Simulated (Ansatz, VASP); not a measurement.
# One calculation of AgCl, two programs

Contents of INCAR:

```
ALGO = Normal ; EDIFF = 1E-6
ENCUT = 520 ; GGA = PS
ISIF = 2 ; ISMEAR = -1
LASPH = True ; LCHARG = False
LREAL = False ; LWAVE = False
NBANDS = 16 ; NELM = 80
PREC = Accurate ; SIGMA = 0.08
```

KPOINTS

```
k-points
0
Gamma
  15 15 15
```

The input POSCAR:

```
AgCl
1.0
    0.0000000000      2.0068392606      2.0068392606
    2.0068392606      0.0000000000      2.0068392606
    2.0068392606      2.0068392606      0.0000000000
Ag Cl
1 1
Direct
    0.0000000000      0.0000000000      0.0000000000
    0.5000000000      0.5000000000      0.5000000000
```

Input for Ansatz:

```yaml
crystal:
  lattice:
    - [0.0, 2.0068392606, 2.0068392606]
    - [2.0068392606, 0.0, 2.0068392606]
    - [2.0068392606, 2.0068392606, 0.0]
  atoms:
    - { symbol: Ag, position: [0.0, 0.0, 0.0] }
    - { symbol: Cl, position: [0.5, 0.5, 0.5] }
kpoints:
  mp_grid: { grid: [15, 15, 15] }
  band_path:
    path:
      - [0.0, 0.0, 0.0]
      - [0.5, 0.0, 0.5]
      - [0.625, 0.25, 0.625]
      - [0.375, 0.375, 0.75]
      - [0.0, 0.0, 0.0]
      - [0.5, 0.5, 0.5]
      - [0.5, 0.25, 0.75]
      - [0.5, 0.0, 0.5]
    npoints: 8
scf:
  occupations: { method: fermi_dirac, width: 0.08 }
hamiltonian:
  xc: pbesol
  pseudopotentials: { kind: paw }
output:
  forces: true
  stress: true
  eigenvalues: true
  populations: true
  dos: { projected: true, de: 0.2, e_range: [-14, 8] }
```

Change from the starting cell: volume scaled by 0.4, PAW files.

Alike in both runs: task single point; functional PBEsol; k mesh 15 × 15 × 15; occupations fermi-dirac, width 0.08 eV; no spin polarisation.

```csv
,VASP,Ansatz
version,VASP 6.6.1,Ansatz 0.2.0
potentials or method,"VASP PAW PBE potentials, release 64 (Ag, Cl)","PAW with Ansatz's default frozen-core files, scalar-relativistic"
plane-wave cutoff (eV),520,420
valence electrons in the cell,18,26
```

```csv
,VASP,Ansatz,Ansatz less VASP
pressure (GPa),520.4,518.9,-1.57
```

VASP's potentials were made for PBE, not for PBEsol. Both programs put the cell under a high pressure, so it lies far from rest at this level. VASP's potentials hold 18 valence electrons a cell and Ansatz's 26, so a difference there can come from the potentials and not from the codes.

Noted on VASP's run: the cell as given lies far from equilibrium.
